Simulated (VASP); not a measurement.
# GaP (I4mm) in VASP: single point with PBE

Aim: the single point of GaP with PBE.

Program: VASP 6.6.1. These are calculated values, not measurements. Logs are shortened: lines on timing, memory, paths and dates and some standing lists are left out, and cuts for length are marked.

## (1) The cell of the first run

Symmetry: I4mm, No. 107, tetragonal system. The conventional cell has a = 3.462 Å, b = 3.462 Å, c = 6.144 Å, α = 90.00°, β = 90.00°, γ = 90.00°. Ga (site symmetry 4mm) has 5 P at 2.40 to 2.54 Å within 3.2 Å. Within 3.2 Å of P (site symmetry 4mm) lie 5 Ga at 2.40 to 2.54 Å.

## (2) Single point, PBE

File INCAR:

```
  PREC = Accurate
  ENCUT = 500
  EDIFF = 1E-6
  ISMEAR = 0
  SIGMA = 0.2
  LREAL = False
  LASPH = True
  NELM = 120
  ALGO = Normal
  ISIF = 2
  LWAVE = False
  LCHARG = False
  GGA = PE
  NBANDS = 16
  GGA_COMPAT = False
```

File KPOINTS:

```
Automatic mesh
0
Gamma
  7 7 7
```

File POSCAR:

```
GaP
1.0
   -1.7311161405      1.7311161405      3.0720893232
    1.7311161405     -1.7311161405      3.0720893232
    1.7311161405      1.7311161405     -3.0720893232
Ga P
1 1
Direct
    0.0744592085      0.0744592085      0.0000000000
    0.4643051215      0.4643051215      0.0000000000
```

Potentials or basis: VASP PAW PBE potentials, release 64 (Ga_d, P).

The run is started by

```sh
> cat potpaw_PBE.64/Ga_d/POTCAR potpaw_PBE.64/P/POTCAR > POTCAR
> mpirun -np 1 vasp_std > vasp.out
```

OUTCAR:

```text
PREC = Accurate
   ENCUT = 500
   EDIFF = 1E-6
   ISMEAR = 0
   LREAL = False
   LASPH = True
   NELM = 120
   ISIF = 2
   GGA = PE

 ion  position               nearest neighbor table
   1  0.074  0.074  0.000-   2 2.40   2 2.54   2 2.54   2 2.54   2 2.54
   2  0.464  0.464  0.000-   1 2.40   1 2.54   1 2.54   1 2.54   1 2.54

  LATTYP: Found a body centered tetragonal cell.
 ALAT       =     3.4622322810
 C/A-ratio  =     1.7746292414

  Lattice vectors:

 A1 = (  -1.7311161405,   1.7311161405,   3.0720893232)
 A2 = (   1.7311161405,  -1.7311161405,   3.0720893232)
 A3 = (   1.7311161405,   1.7311161405,  -3.0720893232)

Analysis of symmetry for initial positions (statically):
=====================================================================
 Subroutine PRICEL returns:
 Original cell was already a primitive cell.

 Routine SETGRP: Setting up the symmetry group for a
 body centered tetragonal supercell.

 Subroutine GETGRP returns: Found  8 space group operations
 (whereof  8 operations were pure point group operations)
 out of a pool of 16 trial point group operations.

The static configuration has the point symmetry C_4v.

Analysis of symmetry for dynamics (positions and initial velocities):
=====================================================================
 Subroutine PRICEL returns:
 Original cell was already a primitive cell.

 Routine SETGRP: Setting up the symmetry group for a
 body centered tetragonal supercell.

 Subroutine GETGRP returns: Found  8 space group operations
 (whereof  8 operations were pure point group operations)
 out of a pool of 16 trial point group operations.

The dynamic configuration has the point symmetry C_4v.

 Subroutine INISYM returns: Found  8 space group operations
 (whereof  8 operations are pure point group operations),
 and found     1 'primitive' translations

----------------------------------------------------------------------------------------

                                     Primitive cell

  volume of cell :      36.8253

  direct lattice vectors                    reciprocal lattice vectors
    -1.731116140  1.731116140  3.072089323     0.000000000  0.288830997  0.162755684
     1.731116140 -1.731116140  3.072089323     0.288830997  0.000000000  0.162755684
     1.731116140  1.731116140 -3.072089323     0.288830997  0.288830997  0.000000000

  length of vectors
     3.928264120  3.928264120  3.928264120     0.331530930  0.331530930  0.408468713

  position of ions in fractional coordinates (direct lattice)
     0.074459209  0.074459209  0.000000000
     0.464305121  0.464305121  0.000000000

  ion indices of the primitive-cell ions
   primitive index   ion index
                 1           1
                 2           2

----------------------------------------------------------------------------------------

 KPOINTS: Automatic mesh

Automatic generation of k-mesh.
 Grid dimensions read from file:
 generate k-points for:    7    7    7

 Generating k-lattice:

  Cartesian coordinates                     Fractional coordinates (reciprocal lattice)
     0.000000000  0.041261571  0.023250812     0.142857143  0.000000000 -0.000000000
     0.041261571  0.000000000  0.023250812     0.000000000  0.142857143 -0.000000000
     0.041261571  0.041261571  0.000000000     0.000000000  0.000000000  0.142857143

  Length of vectors
     0.047361561  0.047361561  0.058352673

  Shift w.r.t. Gamma in fractional coordinates (k-lattice)
     0.000000000  0.000000000  0.000000000

 Subroutine IBZKPT returns following result:
 ===========================================

 Found     40 irreducible k-points:

 Following reciprocal coordinates:
            Coordinates               Weight
  0.000000  0.000000  0.000000      1.000000
  0.142857  0.000000  0.000000      8.000000
  0.285714 -0.000000  0.000000      8.000000
  0.428571 -0.000000  0.000000      8.000000
  0.142857  0.142857  0.000000      8.000000
  0.285714  0.142857  0.000000     16.000000
[... 16 lines left out ...]
 -0.142857  0.285714  0.142857      8.000000
 -0.428571  0.428571  0.142857      8.000000
 [... further k-points ...]
   k-points           NKPTS =     40   k-points in BZ     NKDIM =     40   number of bands    NBANDS=     16
   number of dos      NEDOS =    301   number of ions     NIONS =      2
   total plane-waves  NPLWV =  27000
   dimension x,y,z NGX =    30 NGY =   30 NGZ =   30
   dimension x,y,z NGXF=    60 NGYF=   60 NGZF=   60
   ions per type =               1   1
   NGX,Y,Z   is equivalent  to a cutoff of  12.70, 12.70, 12.70 a.u.
   NGXF,Y,Z  is equivalent  to a cutoff of  25.39, 25.39, 25.39 a.u.
 SYSTEM =  unknown system
   PREC   = accura    normal or accurate (medium, high low for compatibility)
   ISTART =      0    job   : 0-new  1-cont  2-samecut
   ICHARG =      2    charge: 1-file 2-atom 10-const
   ISPIN  =      1    spin polarized calculation?
   LNONCOLLINEAR =      F non collinear calculations
   LSORBIT =      F    spin-orbit coupling
   LASPH  =      T    aspherical Exc in radial PAW
   ENCUT  =  500.0 eV  36.75 Ry    6.06 a.u.   7.16  7.16  7.16*2*pi/ulx,y,z
   NELM   =    120;   NELMIN=  2; NELMDL= -5     # of ELM steps
   EDIFF  = 0.1E-05   stopping-criterion for ELM
   LREAL  =      F    real-space projection
   EDIFFG = 0.1E-04   stopping-criterion for IOM
   NSW    =      0    number of steps for IOM
   IBRION =     -1    ionic relax: 0-MD 1-quasi-New 2-CG
   NFREE  =      0    steps in history (QN), initial steepest desc. (CG)
   ISIF   =      2    stress and relaxation
   ISYM   =      2    0-nonsym 1-usesym 2-fastsym
   POTIM  = 0.5000    time-step for ionic-motion
   TEBEG  =    0.0;   TEEND  =   0.0 temperature during run
   PSTRESS=    0.0 pullay stress
   NELECT =      18.0000    total number of electrons
   NUPDOWN=      -1.0000    fix difference up-down
   EMIN   =  10.00;   EMAX   =-10.00  energy-range for DOS
   EFERMI =   0.00;   METHOD = LEGACY
   ISMEAR =     0;   SIGMA  =   0.20  broadening in eV -4-tet -1-fermi 0-gaus
   EFERMI_NEDOS =   21; number of points for ismear=-14 and -15
   IALGO  =     38    algorithm
   IMIX   =      4    mixing-type and parameters
     AMIX     =   0.40;   BMIX     =  1.00
     AMIX_MAG =   1.60;   BMIX_MAG =  1.00
  volume/ion in A,a.u.               =      18.41       124.25
  Fermi-wavevector in a.u.,A,eV,Ry     =   1.289586  2.436964 22.626919  1.663032
  Thomas-Fermi vector in A             =   2.421470
   LORBIT       =      0    0 simple, 1 ext, 2 COOP (PROOUT), +10 PAW based schemes
   GGA     = PE    functional components
   LHFCALC =     F    Hartree Fock is set to
   AEXX    =    0.0000 exact exchange contribution
   IVDW    =     0    specifies the selected vdW correction
   LEPSILON=     F    determine dielectric tensor
   LRPA    =     F    only Hartree local field effects (RPA)
 non-spin polarized calculation
 Gauss-broadening in eV      SIGMA  =   0.20
  energy-cutoff  :      500.00
  volume of cell :       36.83
 maximum number of plane-waves:       950
 NGX is ok and might be reduce to    30
   NGX = 15   NGY = 15   NGZ = 15

 number of electron      18.0000003 magnetization

 Free energy of the ion-electron system (eV)
  ---------------------------------------------------
  ext. energy  EPLUGINS =         0.00000000
  ---------------------------------------------------
  free energy    TOTEN  =        -8.44935341 eV

  energy without entropy =       -8.43291048  energy(sigma->0) =       -8.44113194

 E-fermi :   5.6713     XC(G=0): -10.5260

 val. band max:        5.6298385356   @ k =   0.2857   0.2857   0.1429
 cond. band min:       5.6927545765   @ k =   0.1429   0.0000   0.0000
 fundamental gap:      0.0629160408
 Fermi energy:         5.6712975312

 k-point     1 :       0.0000    0.0000    0.0000
  band No.  band energies     occupation
      1      -9.0098      2.00000
      2      -8.9829      2.00000
      3      -8.9506      2.00000
      4      -8.9355      2.00000
      5      -8.9355      2.00000
      6      -7.2170      2.00000
[... 8 lines left out ...]
     15      14.8909      0.00000
     16      16.4108      0.00000

 k-point     2 :       0.1429    0.0000    0.0000
  band No.  band energies     occupation
      1      -9.0107      2.00000
      2      -8.9734      2.00000
      3      -8.9598      2.00000
      4      -8.9409      2.00000
      5      -8.9301      2.00000
      6      -6.9225      2.00000
[... 8 lines left out ...]
     15      15.5255      0.00000
     16      15.6571      0.00000

 k-point     3 :       0.2857   -0.0000    0.0000
  band No.  band energies     occupation
      1      -9.0192      2.00000
      2      -8.9794      2.00000
      3      -8.9651      2.00000
      4      -8.9317      2.00000
      5      -8.9192      2.00000
      6      -6.0787      2.00000
[... 8 lines left out ...]
     15      15.3880      0.00000
     16      16.1576      0.00000

 k-point     4 :       0.4286   -0.0000    0.0000
  band No.  band energies     occupation
      1      -9.0291      2.00000
      2      -8.9948      2.00000
      3      -8.9703      2.00000
      4      -8.9107      2.00000
      5      -8.9083      2.00000
      6      -4.9430      2.00000
[... 8 lines left out ...]
     15      17.0199      0.00000
     16      18.3559      0.00000

 k-point     5 :       0.1429    0.1429    0.0000
  band No.  band energies     occupation
      1      -9.0203      2.00000
      2      -8.9713      2.00000
      3      -8.9671      2.00000
      4      -8.9340      2.00000
      5      -8.9291      2.00000
      6      -6.4940      2.00000
[... 8 lines left out ...]
     15      15.1077      0.00000
     16      18.2541      0.00000

 k-point     6 :       0.2857    0.1429    0.0000
  band No.  band energies     occupation
      1      -9.0350      2.00000
      2      -8.9886      2.00000
      3      -8.9555      2.00000
      4      -8.9264      2.00000
      5      -8.9207      2.00000
      6      -5.5535      2.00000
[... 8 lines left out ...]
     15      17.2015      0.00000
     16      17.5685      0.00000

 k-point     7 :       0.4286    0.1429    0.0000
  band No.  band energies     occupation
      1      -9.0475      2.00000
      2      -8.9976      2.00000
      3      -8.9585      2.00000
      4      -8.9166      2.00000
      5      -8.9059      2.00000
      6      -4.5096      2.00000
[... 8 lines left out ...]
     15      16.9317      0.00000
     16      19.1505      0.00000

 k-point     8 :      -0.4286    0.1429   -0.0000
  band No.  band energies     occupation
      1      -9.0420      2.00000
      2      -8.9954      2.00000
      3      -8.9598      2.00000
      4      -8.9202      2.00000
      5      -8.9066      2.00000
      6      -4.9229      2.00000
[... 8 lines left out ...]
     15      16.7425      0.00000
     16      18.6684      0.00000

 k-point     9 :      -0.2857    0.1429    0.0000
  band No.  band energies     occupation
      1      -9.0166      2.00000
      2      -8.9873      2.00000
      3      -8.9561      2.00000
      4      -8.9351      2.00000
      5      -8.9247      2.00000
      6      -6.0387      2.00000
[... 8 lines left out ...]
     15      15.2902      0.00000
     16      17.6091      0.00000
[... 172 lines left out ...]
 k-point    19 :      -0.1429    0.1429    0.1429
  band No.  band energies     occupation
      1      -9.0058      2.00000
      2      -8.9793      2.00000
      3      -8.9577      2.00000
      4      -8.9426      2.00000
      5      -8.9245      2.00000
      6      -6.3338      2.00000
[... 8 lines left out ...]
     15      14.6138      0.00000
     16      16.2247      0.00000

 k-point    20 :       0.2857    0.2857    0.1429
  band No.  band energies     occupation
      1      -9.1330      2.00000
      2      -8.9680      2.00000
      3      -8.9477      2.00000
      4      -8.9402      2.00000
      5      -8.8736      2.00000
      6      -3.3695      2.00000
[... 8 lines left out ...]
     15      19.6191      0.00000
     16      21.5484      0.00000

 k-point    21 :       0.4286    0.2857    0.1429
  band No.  band energies     occupation
      1      -9.1357      2.00000
      2      -8.9670      2.00000
      3      -8.9598      2.00000
      4      -8.9269      2.00000
      5      -8.8733      2.00000
      6      -3.5559      2.00000
[... 8 lines left out ...]
     15      19.5143      0.00000
     16      19.5820      0.00000

 k-point    22 :      -0.2857    0.2857    0.1429
  band No.  band energies     occupation
      1      -9.0430      2.00000
      2      -8.9910      2.00000
      3      -8.9583      2.00000
      4      -8.9210      2.00000
      5      -8.9106      2.00000
      6      -5.1016      2.00000
[... 8 lines left out ...]
     15      15.4114      0.00000
     16      19.5039      0.00000

 k-point    23 :      -0.1429    0.2857    0.1429
  band No.  band energies     occupation
      1      -9.0217      2.00000
      2      -8.9940      2.00000
      3      -8.9643      2.00000
      4      -8.9171      2.00000
      5      -8.9149      2.00000
      6      -5.2803      2.00000
[... 8 lines left out ...]
     15      15.5184      0.00000
     16      17.9239      0.00000

 k-point    24 :      -0.4286    0.4286    0.1429
  band No.  band energies     occupation
      1      -9.1071      2.00000
      2      -8.9820      2.00000
      3      -8.9522      2.00000
      4      -8.9143      2.00000
      5      -8.8949      2.00000
      6      -3.6740      2.00000
[... 8 lines left out ...]
     15      16.8729      0.00000
     16      19.0151      0.00000

 [... further k-points ...]

------------------------ aborting loop because EDIFF is reached ----------------------------------------

  FORCE on cell =-STRESS in cart. coord.  units (eV):
  Direction    XX          YY          ZZ          XY          YZ          ZX
  --------------------------------------------------------------------------------------
  -------------------------------------------------------------------------------------
  Total        0.0004521      0.0004521     -0.0047558      0.0000000      0.0000000      0.0000000
  in kB        0.0196703      0.0196703     -0.2069116      0.0000000      0.0000000      0.0000000
  external PRESSURE =      -0.0558570 kB  Pullay stress =       0.0000000 kB

 VOLUME and BASIS-vectors are now :
 -----------------------------------------------------------------------------
  energy-cutoff  :      500.00
  volume of cell :       36.83
      direct lattice vectors                 reciprocal lattice vectors
    -1.731116140  1.731116140  3.072089323     0.000000000  0.288830997  0.162755684
     1.731116140 -1.731116140  3.072089323     0.288830997  0.000000000  0.162755684
     1.731116140  1.731116140 -3.072089323     0.288830997  0.288830997  0.000000000

 POSITION                                       TOTAL-FORCE (eV/Angst)
 -----------------------------------------------------------------------------------
      0.00000      0.00000      0.45749         0.000000      0.000000      0.004640
      0.00000      0.00000      2.85277        -0.000000     -0.000000     -0.004640
 -----------------------------------------------------------------------------------
    total drift:                               -0.000000     -0.000000      0.000187

  FREE ENERGIE OF THE ION-ELECTRON SYSTEM (eV)
  ---------------------------------------------------
  free  energy   TOTEN  =        -8.4493534055 eV

  energy  without entropy=       -8.4329104835  energy(sigma->0) =       -8.44113194
```

Run time: 18 s. Hardware: 1 thread of Intel Xeon 6975P-C (Granite Rapids), shared host; peak memory 0.17 GiB.

What came out:

- Free energy: -8.4494 eV
- Pressure: 0.0 GPa
- Largest force: 0.005 eV/Å
- Band gap on the k mesh: zero (band 9 reaches 6.56 eV, above the bottom of band 10 at 4.41 eV)

Forces on the atoms (eV/Å):
```
Ga   0.000  0.000  0.005
P    0.000  0.000 -0.005
```

Levels at points of the mesh, in eV from the Fermi level:
| k point | band 6 | band 7 | band 8 | band 9 | band 10 | band 11 | band 12 | band 13 |
| --- | --- | --- | --- | --- | --- | --- | --- | --- |
| (0.00, 0.00, 0.00) | -12.89 | -0.15 | -0.08 | -0.08 | 1.17 | 4.13 | 6.18 | 6.18 |

Caveat: the k points lie up to 0.37 Å⁻¹ apart.
